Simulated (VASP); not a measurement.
Set up this calculation in VASP 6.6.1, as the native input.

| Item | Value |
| --- | --- |
| Task | single point |
| Functional | r2SCAN |
| Potentials or basis | VASP PAW PBE potentials, release 64 (Sn_d) |
| Cutoff | 520 eV |
| k mesh | 6 × 6 × 6 |
| Occupations | gaussian, width 0.1 eV |
| Spin | no spin polarisation |
| Dipole correction | no |
| Further INCAR settings | ALGO = Normal; EDIFF = 1e-06; NBANDS = 21 |

Sn:

```
CELL_PARAMETERS angstrom
0.00000 3.28499 3.28499
3.28499 0.00000 3.28499
3.28499 3.28499 0.00000
ATOMIC_POSITIONS crystal
Sn 0.00000 0.00000 0.00000
Sn 0.25000 0.25000 0.25000
```

These files were run (other wordings do the same):

POSCAR

```
Sn
1.0
    0.0000000000      3.2849869970      3.2849869970
    3.2849869970      0.0000000000      3.2849869970
    3.2849869970      3.2849869970      0.0000000000
Sn
2
Direct
    0.0000000000      0.0000000000      0.0000000000
    0.2500000000      0.2500000000      0.2500000000
```

INCAR.step1

```
SYSTEM = Sn
ALGO = Normal
EDIFF = 1E-4
ENCUT = 520
GGA = PE
ISMEAR = 0
LASPH = .TRUE.
LCHARG = .FALSE.
LREAL = .FALSE.
LWAVE = .TRUE.
NBANDS = 21
NELM = 80
PREC = Accurate
SIGMA = 0.1
```

INCAR.step2

```
SYSTEM = Sn
ALGO = Normal
EDIFF = 1E-6
ENCUT = 520
ISIF = 2
ISMEAR = 0
ISTART = 1
LASPH = .TRUE.
LCHARG = .FALSE.
LMIXTAU = .TRUE.
LREAL = .FALSE.
LWAVE = .FALSE.
METAGGA = R2SCAN
NBANDS = 21
NELM = 80
PREC = Accurate
SIGMA = 0.1
```

KPOINTS

```
k-points
0
G
  6 6 6
  0 0 0
```

Potentials or basis: VASP PAW PBE potentials, release 64 (Sn_d).

The run is started by

```console
$ cat potpaw_PBE.64/Sn_d/POTCAR > POTCAR
$ cp INCAR.step1 INCAR
$ mpirun -np 1 vasp_std > vasp.out
$ cp INCAR.step2 INCAR
$ mpirun -np 1 vasp_std > vasp.out
```

Results of the run:

| Item | Value |
| --- | --- |
| Pressure | -0.1 GPa |
| Band gap on the k mesh | zero (filled and empty bands touch) |

Caveat: the PAW data sets were made with another functional, which shifts forces and pressure a little; spin-orbit coupling is left out, which moves the levels of the heavy elements.

Run time: 110 s on 1 thread of Intel(R) Xeon(R) Platinum 8259CL CPU @ 2.50GHz (Skylake/Cascade Lake), with other jobs on the host, peak memory 0.21 GiB.
